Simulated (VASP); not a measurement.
## LiF: single point with LDA

LiF:

```
CELL_PARAMETERS angstrom
2.98310 0.00000 0.00000
-1.49155 2.58344 0.00000
0.00000 0.00000 4.80696
ATOMIC_POSITIONS crystal
Li 0.33333 0.66667 0.38398
Li 0.66667 0.33333 0.88398
F 0.33333 0.66667 0.99102
F 0.66667 0.33333 0.49102
```

This cell differs from its parent crystal: c/a of the conventional cell at fixed volume 1.6114.

* Program: VASP 6.6.1
* Task: single point
* Functional: LDA
* Potentials or basis: VASP PAW LDA potentials, release 64 (Li_sv, F)
* Cutoff: 520 eV
* k mesh: 9 × 9 × 6
* Occupations: gaussian, width 0.05 eV
* Spin: no spin polarisation
* Dipole correction: no
* Further INCAR settings: ALGO = Normal; EDIFF = 1e-07; NBANDS = 18

```yaml
Largest_force: 0.191 eV/Å
Band_gap_on_the_k_mesh: 7.87 eV
```

Forces in eV/Å, atoms in the order of the input:
```
Li   0.000  0.000 -0.191
Li   0.000  0.000 -0.191
F    0.000  0.000  0.191
F    0.000  0.000  0.191
```

Levels at points of the mesh, in eV from the valence-band top:
```tsv
k point	band 8	band 9	band 10	band 11	band 12	band 13
(0.00, 0.00, 0.00)	-0.17	-0.17	0.00	7.87	12.01	15.54
(0.00, 0.00, 0.50)	-0.33	-0.33	-0.33	9.58	9.58	17.58
```

Run time: 32 s on 1 thread of Intel Xeon 8259CL (shared host), peak memory 0.15 GiB.

 A k mesh can miss the band edges.
